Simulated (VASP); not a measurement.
**BeZn2Se3: single point with PBE**

BeZn2Se3:

```
CELL_PARAMETERS angstrom
3.85290 0.00000 0.00000
-1.92645 3.33671 0.00000
0.00000 0.00000 9.43765
ATOMIC_POSITIONS crystal
Be 0.66667 0.33333 0.33333
Zn 0.00000 0.00000 0.00000
Zn 0.33333 0.66667 0.66667
Se 0.33333 0.66667 0.91667
Se 0.66667 0.33333 0.58333
Se 0.00000 0.00000 0.25000
```

```
Program             : VASP 6.6.1
Task                : single point
Functional          : PBE
Potentials or basis : VASP PAW PBE potentials, release 64 (Be, Zn, Se)
Cutoff              : 520 eV
k mesh              : 6 × 6 × 2
Occupations         : gaussian, width 0.1 eV
Spin                : no spin polarisation
```

```yaml
Pressure: 5.6 GPa
Largest_force: 1.576 eV/Å
Band_gap_on_the_k_mesh: 2.12 eV
```

Forces in eV/Å, atoms in the order of the input:
```
Be   0.000  0.000  0.101
Zn   0.000  0.000  0.008
Zn   0.000  0.000 -0.093
Se   0.000  0.000 -0.009
Se   0.000  0.000 -1.576
Se   0.000  0.000  1.568
```

Stress tensor (GPa, compression positive):
```
5.61 0.00 0.00
0.00 5.61 0.00
0.00 0.00 5.45
```

Levels at points of the mesh, in eV from the valence-band top:
| k point | band 18 | band 19 | band 20 | band 21 | band 22 | band 23 | band 24 | band 25 | band 26 | band 27 |
| --- | --- | --- | --- | --- | --- | --- | --- | --- | --- | --- |
| (0.00, 0.00, 0.00) | -0.69 | -0.69 | -0.07 | 0.00 | 0.00 | 2.12 | 3.05 | 3.24 | 4.92 | 4.92 |
| (0.50, 0.00, 0.00) | -2.57 | -2.28 | -2.04 | -1.62 | -1.39 | 2.65 | 3.57 | 3.91 | 4.06 | 5.60 |
| (0.00, 0.00, 0.50) | -1.19 | -0.48 | -0.48 | -0.17 | -0.17 | 2.93 | 3.13 | 3.29 | 5.03 | 5.03 |
| (0.50, 0.00, 0.50) | -2.96 | -2.35 | -2.15 | -1.06 | -1.05 | 2.98 | 3.17 | 3.46 | 4.82 | 4.85 |

Run time: 3.3 min on 1 thread of Intel Xeon 8259CL, on a shared host, peak memory 0.26 GiB.

Caveat: the cell stands under pressure; forces of over 1 eV/Å act on the atoms, so gaps and moduli don't describe the material at rest.
